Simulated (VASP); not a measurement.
# As in VASP: notebook

As is run at these levels: PBE+D3(BJ); tasks: relaxation of the atoms.

Everything below comes from runs of VASP 6.6.1. Logs are shortened: lines on timing, memory, paths and dates and some standing lists are left out, and cuts for length are marked.

### Step 1. The cell of the first run

The cell holds a slab with vacuum, 4 atoms: a = 3.571 Å, b = 3.571 Å, c = 20.295 Å, α = 90.00°, β = 90.00°, γ = 120.00°.

### Step 2. Relaxation of the atoms, PBE+D3(BJ) (layers slid over each other)

Contents of INCAR:

```
PREC = Accurate ; ENCUT = 520
EDIFF = 1E-6 ; ISMEAR = 0
SIGMA = 0.05 ; LREAL = False
LASPH = True ; NELM = 80
ALGO = Normal ; ISIF = 2
LWAVE = False ; LCHARG = False
LDIPOL = True ; IDIPOL = 3
DIPOL = 0.5 0.5 0.374 ; GGA = PE
IVDW = 12 ; IBRION = 2
NSW = 40 ; EDIFFG = -0.003
```

Contents of KPOINTS:

```
regular mesh
0
Gamma
  9 9 1
```

Contents of POSCAR:

```
As
1.0
    3.5713375816      0.0000000000      0.0000000000
   -1.7856687908      3.0928690711      0.0000000000
    0.0000000000      0.0000000000     20.2952790253
As
4
Selective dynamics
Direct
    0.3333333333      0.6666666667      0.2905603197  F F T
    0.6666666667      0.3333333333      0.2217264416  F F F
    0.5000000000      1.3333333333      0.5256983791  F F T
    0.8333333333      1.0000000000      0.4568716245  F F T
```

Potentials or basis: VASP PAW PBE potentials, release 64 (As).

On the command line:

```bash
$ cat potpaw_PBE.64/As/POTCAR > POTCAR
$ mpirun -np 1 vasp_std > vasp.out
```

OUTCAR:

```text
PREC = Accurate
   ENCUT = 520
   EDIFF = 1E-6
   ISMEAR = 0
   LREAL = False
   LASPH = True
   NELM = 80
   ISIF = 2
   GGA = PE
   IVDW = 12
   IBRION = 2
   NSW = 40
   EDIFFG = -0.003
 IVDW          = 12

 ion  position               nearest neighbor table
   1  0.333  0.667  0.291-   2 2.49   2 2.49   2 2.49
   2  0.667  0.333  0.222-   1 2.49   1 2.49   1 2.49
   3  0.500  0.333  0.526-   4 2.49   4 2.49   4 2.49
   4  0.833  0.000  0.457-   3 2.49   3 2.49   3 2.49

  LATTYP: Found a hexagonal cell.
 ALAT       =     3.5713375816
 C/A-ratio  =     5.6828229092

  Lattice vectors:

 A1 = (   3.5713375816,   0.0000000000,   0.0000000000)
 A2 = (  -1.7856687908,   3.0928690711,   0.0000000000)
 A3 = (   0.0000000000,   0.0000000000,  20.2952790253)

Analysis of symmetry for initial positions (statically):
=====================================================================
 Subroutine PRICEL returns:
 Original cell was already a primitive cell.

 Routine SETGRP: Setting up the symmetry group for a
 hexagonal supercell.

 Subroutine GETGRP returns: Found  2 space group operations
 (whereof  1 operations were pure point group operations)
 out of a pool of 24 trial point group operations.

The static configuration has the point symmetry C_1 .
 The point group associated with its full space group is S_2 .

Analysis of symmetry for dynamics (positions and initial velocities):
=====================================================================
 Subroutine PRICEL returns:
 Original cell was already a primitive cell.

 Routine SETGRP: Setting up the symmetry group for a
 hexagonal supercell.

 Subroutine GETGRP returns: Found  2 space group operations
 (whereof  1 operations were pure point group operations)
 out of a pool of 24 trial point group operations.

The dynamic configuration has the point symmetry C_1 .
 The point group associated with its full space group is S_2 .

Analysis of constrained symmetry for selective dynamics:
=====================================================================
 Subroutine PRICEL returns:
 Original cell was already a primitive cell.

 Routine SETGRP: Setting up the symmetry group for a
 hexagonal supercell.

 Subroutine GETGRP returns: Found  1 space group operations
 (whereof  1 operations were pure point group operations)
 out of a pool of 24 trial point group operations.

The constrained configuration has the point symmetry C_1 .

 Subroutine INISYM returns: Found  1 space group operations
 (whereof  1 operations are pure point group operations),
 and found     1 'primitive' translations

----------------------------------------------------------------------------------------

                                     Primitive cell

  volume of cell :     224.1751

  direct lattice vectors                    reciprocal lattice vectors
     3.571337582  0.000000000  0.000000000     0.280007134  0.161662194  0.000000000
    -1.785668791  3.092869071  0.000000000     0.000000000  0.323324388  0.000000000
     0.000000000  0.000000000 20.295279025     0.000000000  0.000000000  0.049272543

  length of vectors
     3.571337582  3.571337582 20.295279025     0.323324388  0.323324388  0.049272543

  position of ions in fractional coordinates (direct lattice)
     0.333333333  0.666666667  0.290560320
     0.666666667  0.333333333  0.221726442
     0.500000000  0.333333333  0.525698379
     0.833333333  0.000000000  0.456871625

  ion indices of the primitive-cell ions
   primitive index   ion index
                 1           1
                 2           2
                 3           3
                 4           4

----------------------------------------------------------------------------------------

 KPOINTS: regular mesh

Automatic generation of k-mesh.
 Grid dimensions read from file:
 generate k-points for:    9    9    1

 Generating k-lattice:

  Cartesian coordinates                     Fractional coordinates (reciprocal lattice)
     0.031111904  0.017962466  0.000000000     0.111111111 -0.000000000  0.000000000
     0.000000000  0.035924932  0.000000000     0.000000000  0.111111111  0.000000000
     0.000000000  0.000000000  0.049272543     0.000000000  0.000000000  1.000000000

  Length of vectors
     0.035924932  0.035924932  0.049272543

  Shift w.r.t. Gamma in fractional coordinates (k-lattice)
     0.000000000  0.000000000  0.000000000

 Subroutine IBZKPT returns following result:
 ===========================================

 Found     41 irreducible k-points:

 Following reciprocal coordinates:
            Coordinates               Weight
  0.000000  0.000000  0.000000      1.000000
  0.111111 -0.000000  0.000000      2.000000
  0.000000  0.111111  0.000000      2.000000
 -0.111111  0.111111  0.000000      2.000000
  0.222222  0.000000  0.000000      2.000000
  0.000000  0.222222  0.000000      2.000000
[... 16 lines left out ...]
  0.333333  0.111111  0.000000      2.000000
 -0.111111  0.444444  0.000000      2.000000
 [... further k-points ...]
   k-points           NKPTS =     41   k-points in BZ     NKDIM =     41   number of bands    NBANDS=     14
   number of dos      NEDOS =    301   number of ions     NIONS =      4
   total plane-waves  NPLWV = 125440
   dimension x,y,z NGX =    28 NGY =   28 NGZ =  160
   dimension x,y,z NGXF=    56 NGYF=   56 NGZF=  320
   ions per type =               4
   NGX,Y,Z   is equivalent  to a cutoff of  13.03, 13.03, 13.11 a.u.
   NGXF,Y,Z  is equivalent  to a cutoff of  26.07, 26.07, 26.21 a.u.
 SYSTEM =  unknown system
   PREC   = accura    normal or accurate (medium, high low for compatibility)
   ISTART =      0    job   : 0-new  1-cont  2-samecut
   ICHARG =      2    charge: 1-file 2-atom 10-const
   ISPIN  =      1    spin polarized calculation?
   LNONCOLLINEAR =      F non collinear calculations
   LSORBIT =      F    spin-orbit coupling
   LASPH  =      T    aspherical Exc in radial PAW
   ENCUT  =  520.0 eV  38.22 Ry    6.18 a.u.   6.64  6.64 37.74*2*pi/ulx,y,z
   NELM   =     80;   NELMIN=  2; NELMDL= -5     # of ELM steps
   EDIFF  = 0.1E-05   stopping-criterion for ELM
   LREAL  =      F    real-space projection
   EDIFFG = -.3E-02   stopping-criterion for IOM
   NSW    =     40    number of steps for IOM
   IBRION =      2    ionic relax: 0-MD 1-quasi-New 2-CG
   NFREE  =      1    steps in history (QN), initial steepest desc. (CG)
   ISIF   =      2    stress and relaxation
   ISYM   =      2    0-nonsym 1-usesym 2-fastsym
   POTIM  = 0.5000    time-step for ionic-motion
   TEBEG  =    0.0;   TEEND  =   0.0 temperature during run
   PSTRESS=    0.0 pullay stress
   NELECT =      20.0000    total number of electrons
   NUPDOWN=      -1.0000    fix difference up-down
   EMIN   =  10.00;   EMAX   =-10.00  energy-range for DOS
   EFERMI =   0.00;   METHOD = LEGACY
   ISMEAR =     0;   SIGMA  =   0.05  broadening in eV -4-tet -1-fermi 0-gaus
   EFERMI_NEDOS =   21; number of points for ismear=-14 and -15
   IALGO  =     38    algorithm
   IMIX   =      4    mixing-type and parameters
     AMIX     =   0.40;   BMIX     =  1.00
     AMIX_MAG =   1.60;   BMIX_MAG =  1.00
  volume/ion in A,a.u.               =      56.04       378.20
  Fermi-wavevector in a.u.,A,eV,Ry     =   0.731513  1.382360  7.280641  0.535112
  Thomas-Fermi vector in A             =   1.823749
   LORBIT       =      0    0 simple, 1 ext, 2 COOP (PROOUT), +10 PAW based schemes
   GGA     = PE    functional components
   LHFCALC =     F    Hartree Fock is set to
   AEXX    =    0.0000 exact exchange contribution
   IVDW    =    12    specifies the selected vdW correction
   LEPSILON=     F    determine dielectric tensor
   LRPA    =     F    only Hartree local field effects (RPA)
 conjugate gradient relaxation of ions
 non-spin polarized calculation
 Gauss-broadening in eV      SIGMA  =   0.05
  energy-cutoff  :      520.00
  volume of cell :      224.18
 maximum number of plane-waves:      6099
   NGX = 13   NGY = 13   NGZ = 75

--------------------------------------- Ionic step        1  -------------------------------------------

 number of electron      20.0000002 magnetization

 Free energy of the ion-electron system (eV)
  ---------------------------------------------------
  ext. energy  EPLUGINS =         0.00000000
  ---------------------------------------------------
  free energy    TOTEN  =       -18.62236194 eV

  energy without entropy =      -18.62236194  energy(sigma->0) =      -18.62236194

------------------------ aborting loop because EDIFF is reached ----------------------------------------

 Edisp (eV)   -1.07713

 E8    (eV) :    -0.4702

  FORCE on cell =-STRESS in cart. coord.  units (eV):
  Direction    XX          YY          ZZ          XY          YZ          ZX
  --------------------------------------------------------------------------------------
  -------------------------------------------------------------------------------------
  Total       0.35533     0.31555    -0.01290     0.11883     0.09724     0.10517
  in kB       2.53952     2.25524    -0.09216     0.84925     0.69499     0.75162
  external pressure =        1.57 kB  Pullay stress =        0.00 kB
[... 103 lines left out ...]
  FREE ENERGIE OF THE ION-ELECTRON SYSTEM (eV)
  ---------------------------------------------------
  free  energy   TOTEN  =       -19.7002431753 eV

  energy  without entropy=      -19.7002431753  energy(sigma->0) =      -19.70024318

[... ionic steps 4 to 14 ...]

--------------------------------------- Ionic step       15  -------------------------------------------

 number of electron      20.0000001 magnetization

------------------------ aborting loop because EDIFF is reached ----------------------------------------

 Edisp (eV)   -1.11574

 E8    (eV) :    -0.4880
[... 69 lines left out ...]
  FREE ENERGIE OF THE ION-ELECTRON SYSTEM (eV)
  ---------------------------------------------------
  free  energy   TOTEN  =       -19.7046493392 eV

  energy  without entropy=      -19.7046493392  energy(sigma->0) =      -19.70464934

 dipolmoment           0.000000      0.000000      0.000000 electrons x Angstroem

--------------------------------------- Ionic step       17  -------------------------------------------

 number of electron      20.0000001 magnetization

 dipolmoment           0.000000      0.000000     -0.000133 electrons x Angstroem

 Free energy of the ion-electron system (eV)
  ---------------------------------------------------
  ext. energy  EPLUGINS =         0.00000000
  ---------------------------------------------------
  free energy    TOTEN  =       -18.59156847 eV

  energy without entropy =      -18.59156847  energy(sigma->0) =      -18.59156847

 E-fermi :  -0.8867     XC(G=0):  -4.6153

 val. band max:       -1.1476798492   @ k =   0.1111  -0.0000   0.0000
 cond. band min:      -0.3534920546   @ k =  -0.3333   0.3333   0.0000
 fundamental gap:      0.7941877946
 Fermi energy:        -0.8866618630

 k-point     1 :       0.0000    0.0000    0.0000
  band No.  band energies     occupation
      1     -15.2766      2.00000
      2     -15.1389      2.00000
      3      -9.2844      2.00000
      4      -8.4644      2.00000
      5      -2.9846      2.00000
      6      -1.5673      2.00000
      7      -1.5460      2.00000
      8      -1.5018      2.00000
      9      -1.4832      2.00000
     10      -1.2813      2.00000
     11       0.3896      0.00000
     12       1.0842      0.00000
     13       1.8490      0.00000
     14       1.9427      0.00000
[... 375 lines left out ...]
 k-point    24 :      -0.1111    0.4444    0.0000
  band No.  band energies     occupation
      1     -13.2498      2.00000
      2     -13.1390      2.00000
      3     -10.1816      2.00000
      4      -9.9892      2.00000
      5      -5.5798      2.00000
      6      -4.9477      2.00000
      7      -4.1970      2.00000
      8      -3.9443      2.00000
      9      -3.1026      2.00000
     10      -2.2300      2.00000
     11       0.3377      0.00000
     12       1.3795      0.00000
     13       1.6418      0.00000
     14       2.2980      0.00000

 [... further k-points ...]

------------------------ aborting loop because EDIFF is reached ----------------------------------------

 vacuum level on the upper side and lower side of the slab       (xc-potential included)        -0.009        -0.006

 Edisp (eV)   -1.11571

 E8    (eV) :    -0.4879

  FORCE on cell =-STRESS in cart. coord.  units (eV):
  Direction    XX          YY          ZZ          XY          YZ          ZX
  --------------------------------------------------------------------------------------
  -------------------------------------------------------------------------------------
  Total       0.55678     0.48087    -0.01780     0.21982     0.17195     0.21409
  in kB       3.97929     3.43675    -0.12724     1.57106     1.22894     1.53009
  external pressure =        2.43 kB  Pullay stress =        0.00 kB
[... 19 lines left out ...]
  FREE ENERGIE OF THE ION-ELECTRON SYSTEM (eV)
  ---------------------------------------------------
  free  energy   TOTEN  =       -19.7072787939 eV

  energy  without entropy=      -19.7072787939  energy(sigma->0) =      -19.70727879

 reached required accuracy - stopping structural energy minimisation

 vacuum level on the upper side and lower side of the slab         3.768         3.770
```

It took 15 min on 1 thread of Intel Xeon Platinum 8488C (Sapphire Rapids), shared host; peak memory 0.42 GiB.

What came out:

```
Free energy                : -19.7073 eV
Energy gained by relaxing  : 1.9 meV/atom
Ionic steps                : 17
Band gap on the k mesh     : 0.79 eV (least direct gap 1.55 eV)
Dispersion energy per atom : -0.279 eV
```

The path:
```csv
step,energy change (eV),largest force on free atoms (eV/Å),pressure (GPa)
1,0.0000,0.1157,0.16
2,-0.0008,0.0493,0.06
3,-0.0008,0.0546,0.05
4,-0.0009,0.0337,0.04
5,-0.0009,0.0313,0.04
6,-0.0010,0.0317,0.04
7,-0.0013,0.0316,0.05
8,-0.0019,0.0316,0.05
9,-0.0030,0.0316,0.07
10,-0.0048,0.0306,0.10
11,-0.0072,0.0283,0.18
12,-0.0056,0.0507,0.37
13,-0.0077,0.0318,0.23
14,0.0241,0.7032,0.17
15,-0.0078,0.0102,0.23
16,-0.0052,0.2160,0.44
17,-0.0078,0.0015,0.24
```

Final structure:
```xyz
4
Lattice="3.5713 0.0000 0.0000 -1.7857 3.0929 0.0000 0.0000 0.0000 20.2953" Properties=species:S:1:pos:R:3 pbc="T T T"
As    0.0000    2.0619    5.9011
As    1.7857    1.0310    4.5000
As    1.1904    1.0310   10.4183
As    2.9761    0.0000    9.0172
```

Levels at points of the mesh, in eV from the valence-band top:
| k point | band 6 | band 7 | band 8 | band 9 | band 10 | band 11 | band 12 | band 13 | band 14 |
| --- | --- | --- | --- | --- | --- | --- | --- | --- | --- |
| (0.00, 0.00, 0.00) | -0.42 | -0.40 | -0.35 | -0.34 | -0.13 | 1.54 | 2.23 | 3.00 | 3.09 |

Caveat: the cell differs from its parent crystal (layers slid over each other).

(Continued in part 2 of 2.)
